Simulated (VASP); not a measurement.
Ni: single point with LDA

The system is Ni.

```
Ni
1.0
     0.00000    1.80911    1.80911
     1.80911    0.00000    1.80911
     1.80911    1.80911    0.00000
Ni
1
Direct
  0.00000 0.00000 0.00000
```

| Quantity | Value |
| --- | --- |
| Program | VASP 6.6.1 |
| Task | single point |
| Functional | LDA |
| Potentials or basis | VASP PAW LDA potentials, release 64 (Ni) |
| Cutoff | 520 eV |
| k mesh | 24 × 24 × 24 |
| Occupations | gaussian, width 0.15 eV |
| Spin | collinear spin, ferromagnetic start |
| Starting moments | [0.5] μB |
| Fixed moment | 0.5 μB |

```json
{
 "Pressure": "-28.1 GPa",
 "Net moment": "0.50 μB per cell",
 "Site moments": "Ni +0.51 μB",
 "Valence electrons inside the program's atomic spheres": "Ni 9.19"
}
```

It took 63 s on 1 thread of Intel(R) Xeon(R) 6975P-C (Granite Rapids) (shared host), peak memory 0.21 GiB.

Caveat: the cell stands under tension; the total moment is fixed, so each spin has its own Fermi level.
